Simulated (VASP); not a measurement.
HgTe, 2 atoms in the cell. Symmetry: I-4m2, No. 119, tetragonal system. Conventional cell: a = 6.091 Å, b = 6.091 Å, c = 3.119 Å, α = 90.00°, β = 90.00°, γ = 90.00°. Within 4.1 Å of Hg (site symmetry -4m2) lie 2 Hg at 3.12 Å and 8 Te at 3.14 to 3.84 Å. Within 4.1 Å of Te (site symmetry -4m2) lie 2 Te at 3.12 Å and 8 Hg at 3.14 to 3.84 Å. 

* Program: VASP 6.6.1
* Task: single point
* Functional: PBEsol
* Potentials or basis: VASP PAW PBE potentials, release 64 (Hg, Te)
* Cutoff: 520 eV
* k mesh: 18 × 18 × 18
* Occupations: gaussian, width 0.15 eV
* Spin: no spin polarisation
* Dipole correction: no
* Further INCAR settings: ALGO = Normal; EDIFF = 1e-06; NBANDS = 16

Potentials or basis: VASP PAW PBE potentials, release 64 (Hg, Te).

Launch:

```sh
$ cat potpaw_PBE.64/Hg/POTCAR potpaw_PBE.64/Te/POTCAR > POTCAR
$ mpirun -np 1 vasp_std > vasp.out
```

Hardware: 1 thread of Intel(R) Xeon(R) 6975P-C (Granite Rapids), on a shared host.

Q: Estimate the wall time of this run.

A: Wall time 2.9 min on 1 thread of Intel(R) Xeon(R) 6975P-C (Granite Rapids), with other jobs on the host, peak memory 0.57 GiB. Counts: scf iterations 12, k points 480.
